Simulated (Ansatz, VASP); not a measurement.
# WSe2 in VASP and in Ansatz

The input INCAR:

```
  ALGO = Normal
  DIPOL = 0.5 0.5 0.500
  EDIFF = 1E-6
  ENCUT = 400
  GGA = PS
  GGA_COMPAT = False
  IDIPOL = 3
  ISIF = 2
  ISMEAR = 0
  LASPH = True
  LCHARG = True
  LDIPOL = True
  LELF = True
  LREAL = False
  LVACPOTAV = True
  LVHAR = True
  LWAVE = False
  NBANDS = 49
  NELM = 120
  NELMDL = -8
  PREC = Accurate
  SIGMA = 0.05
```

File KPOINTS:

```
k-points
0
Gamma
  9 9 1
```

File POSCAR:

```
WSe2
1.0
    3.2711503897      0.0000000000      0.0000000000
   -1.6355751948      2.8328993370      0.0000000000
    0.0000000000      0.0000000000     23.5685077085
Se W
6 3
Direct
    0.6666666667      0.3333333333      0.1485032503
    0.6666666667      0.3333333333      0.2905503761
    0.3333333333      0.6666666667      0.4289764371
    0.3333333333      0.6666666667      0.5710235629
    0.6666666667      0.3333333333      0.7094496239
    0.6666666667      0.3333333333      0.8514967497
    0.3333333333      0.6666666667      0.2195268132
    0.6666666667      0.3333333333      0.5000000000
    0.3333333333      0.6666666667      0.7804731868
```

Input for Ansatz:

```yaml
crystal:
  lattice:
    - [3.2711503897, 0.0, 0.0]
    - [-1.6355751948, 2.832899337, 0.0]
    - [0.0, 0.0, 23.5685077085]
  atoms:
    - { symbol: Se, position: [0.6666666667, 0.3333333333, 0.1485032503] }
    - { symbol: W, position: [0.3333333333, 0.6666666667, 0.2195268132] }
    - { symbol: Se, position: [0.6666666667, 0.3333333333, 0.2905503761] }
    - { symbol: Se, position: [0.3333333333, 0.6666666667, 0.4289764371] }
    - { symbol: W, position: [0.6666666667, 0.3333333333, 0.5] }
    - { symbol: Se, position: [0.3333333333, 0.6666666667, 0.5710235629] }
    - { symbol: Se, position: [0.6666666667, 0.3333333333, 0.7094496239] }
    - { symbol: W, position: [0.3333333333, 0.6666666667, 0.7804731868] }
    - { symbol: Se, position: [0.6666666667, 0.3333333333, 0.8514967497] }
basis:
  ecutwfc: 420
kpoints:
  mp_grid: { grid: [9, 9, 1] }
hamiltonian:
  xc: pbesol
scf:
  occupations: { method: gaussian, width: 0.05 }
output:
  forces: true
  stress: true
  eigenvalues: true
efield:
  axis: 3
  dipole_correction: true
  ramp_width: 0.04
```

Alike in both runs: task single point; functional PBEsol; k mesh 9 × 9 × 1; occupations gaussian, width 0.05 eV; no spin polarisation.

```csv
,VASP,Ansatz
version,VASP 6.6.1,Ansatz 0.2.0
potentials or method,"VASP PAW PBE potentials, release 64 (Se, W_sv), cutoff 400 eV","scalar-relativistic, plane waves, PAW"
valence electrons in the cell,78,138
```

```csv
,VASP,Ansatz,Ansatz less VASP
gap on the k mesh at the Fermi level (eV),1.33,1.34,+0.004
least direct gap on the mesh (eV),1.62,1.62,+0.004
rms of the force components (eV/Å),0.029,0.012,-0.0167
```

VASP's potentials were made for PBE, not for PBEsol. With one functional, cell and mesh, what is left measures potentials, basis and numerics. VASP's potentials hold 78 valence electrons a cell and Ansatz's 138, so a difference there can come from the potentials and not from the codes. Ansatz's warnings: vacuum density over bound.

Spin-orbit coupling is off throughout.
